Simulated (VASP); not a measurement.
# CuO (P6_3/mmc) in VASP: notebook, part 2 of 2

VASP 6.6.1.

### 3 Single point, PBEsol

This run uses another cell than the first one, of 9.23 Å³/atom.

The input, INCAR:

```
SYSTEM = CuO
PREC = Accurate ; ENCUT = 520
EDIFF = 1E-7 ; ISMEAR = -1
SIGMA = 0.05 ; LREAL = .FALSE.
LASPH = .TRUE. ; NELM = 80
ALGO = Normal ; ISIF = 2
LWAVE = .FALSE. ; LCHARG = .FALSE.
GGA = PS ; NBANDS = 25
```

The input, KPOINTS:

```
regular mesh
0
G
  10 10 6
  0 0 0
```

The input, POSCAR:

```
CuO
1.0
    2.9118279590      0.0000000000      0.0000000000
   -1.4559139795      2.5217169840      0.0000000000
    0.0000000000      0.0000000000      5.0272454577
Cu O
2 2
Direct
    0.0000000000      0.0000000000      0.0000000000
    0.0000000000      0.0000000000      0.5000000000
    0.3333333333      0.6666666667      0.2500000000
    0.6666666667      0.3333333333      0.7500000000
```

Potentials or basis: VASP PAW PBE potentials, release 64 (Cu, O).

The run is started by

```bash
$ cat potpaw_PBE.64/Cu/POTCAR potpaw_PBE.64/O/POTCAR > POTCAR
$ mpirun -np 1 vasp_std > vasp.out
```

OUTCAR:

```text
SYSTEM = CuO
   PREC = Accurate
   ENCUT = 520
   EDIFF = 1E-7
   ISMEAR = -1
   LREAL = .FALSE.
   LASPH = .TRUE.
   NELM = 80
   ISIF = 2
   GGA = PS

 ion  position               nearest neighbor table
   1  0.000  0.000  0.000-   3 2.10   4 2.10   4 2.10   3 2.10   4 2.10   3 2.10   2 2.51   2 2.51

   2  0.000  0.000  0.500-   3 2.10   4 2.10   4 2.10   3 2.10   4 2.10   3 2.10   1 2.51   1 2.51

   3  0.333  0.667  0.250-   1 2.10   2 2.10   1 2.10   2 2.10   1 2.10   2 2.10
   4  0.667  0.333  0.750-   1 2.10   2 2.10   1 2.10   2 2.10   1 2.10   2 2.10

  LATTYP: Found a hexagonal cell.
 ALAT       =     2.9118279590
 C/A-ratio  =     1.7264912380

  Lattice vectors:

 A1 = (   2.9118279590,   0.0000000000,   0.0000000000)
 A2 = (  -1.4559139795,   2.5217169840,   0.0000000000)
 A3 = (   0.0000000000,   0.0000000000,   5.0272454577)

Analysis of symmetry for initial positions (statically):
=====================================================================
 Subroutine PRICEL returns:
 Original cell was already a primitive cell.

 Routine SETGRP: Setting up the symmetry group for a
 hexagonal supercell.

[... 172 lines left out ...]
 E-fermi :   6.4771     XC(G=0): -12.8198

 val. band max:        6.4701822444   @ k =   0.4000   0.2000   0.0000
 cond. band min:       6.4824544166   @ k =   0.5000  -0.0000   0.3333
 fundamental gap:      0.0122721722
 Fermi energy:         6.4771152989

 k-point     1 :       0.0000    0.0000    0.0000
  band No.  band energies     occupation
      1     -13.3377      2.00000
      2     -12.0791      2.00000
      3      -1.5193      2.00000
      4       1.4110      2.00000
      5       1.4110      2.00000
      6       2.8347      2.00000
[... 661 lines left out ...]
     24      18.4203      0.00000
     25      19.7894      0.00000

 [... further k-points ...]

------------------------ aborting loop because EDIFF is reached ----------------------------------------

  FORCE on cell =-STRESS in cart. coord.  units (eV):
  Direction    XX          YY          ZZ          XY          YZ          ZX
  --------------------------------------------------------------------------------------
  -------------------------------------------------------------------------------------
  Total        0.0862349      0.0862349      0.1124919      0.0000000      0.0000000      0.0000000
  in kB        3.7428405      3.7428405      4.8824704      0.0000000      0.0000000      0.0000000
  external PRESSURE =       4.1227171 kB  Pullay stress =       0.0000000 kB

 VOLUME and BASIS-vectors are now :
 -----------------------------------------------------------------------------
  energy-cutoff  :      520.00
  volume of cell :       36.91
      direct lattice vectors                 reciprocal lattice vectors
     2.911827959  0.000000000  0.000000000     0.343426883  0.198277603  0.000000000
    -1.455913980  2.521716984  0.000000000     0.000000000  0.396555207  0.000000000
     0.000000000  0.000000000  5.027245458     0.000000000  0.000000000  0.198916088

 POSITION                                       TOTAL-FORCE (eV/Angst)
 -----------------------------------------------------------------------------------
      0.00000      0.00000      0.00000         0.000000      0.000000      0.000000
      0.00000      0.00000      2.51362         0.000000      0.000000      0.000000
     -0.00000      1.68114      1.25681        -0.000000     -0.000000     -0.000000
      1.45591      0.84057      3.77043         0.000000     -0.000000      0.000000
 -----------------------------------------------------------------------------------
    total drift:                               -0.000000      0.000000      0.000000

  FREE ENERGIE OF THE ION-ELECTRON SYSTEM (eV)
  ---------------------------------------------------
  free  energy   TOTEN  =       -20.7116250051 eV

  energy  without entropy=      -20.6816868699  energy(sigma->0) =      -20.69665594
```

stdout:

```text
POSCAR found type information on POSCAR CuO
 POSCAR found :  2 types and       4 ions
 scaLAPACK will be used
 -----------------------------------------------------------------------------
|                                                                             |
|                                                                             |
|     You enforced a specific xc type in the INCAR file but a different       |
|     I HOPE YOU KNOW WHAT YOU ARE DOING!                                     |
|                                                                             |
 -----------------------------------------------------------------------------

 LDA part: xc-table for (Slater+PW92), standard interpolation
 POSCAR, INCAR and KPOINTS ok, starting setup
 FFT: planning ... GRIDC
 FFT: planning ... GRID_SOFT
 FFT: planning ... GRID
 WAVECAR not read
 entering main loop
```

Run time: 30 s. Hardware: 1 thread of Intel Xeon 6975P-C (Granite Rapids), shared host; peak memory 0.18 GiB.

What came out:

```yaml
Free_energy: -20.7116 eV
Pressure: 0.4 GPa
Band_gap_on_the_k_mesh: zero (bands 17 and 18 overlap by 1.05 eV)
```

Stress tensor (GPa, compression positive):
```
0.37 0.00 0.00
0.00 0.37 0.00
0.00 0.00 0.49
```

Caveat: the PAW data sets were made with another functional, which shifts forces and pressure a little; semilocal functionals often make such compounds metallic where correlation or magnetic order opens a gap, which also shifts bond lengths. With open d or f shells a metallic result of PBEsol can be an artefact of self-interaction; +U or a hybrid may open a gap.
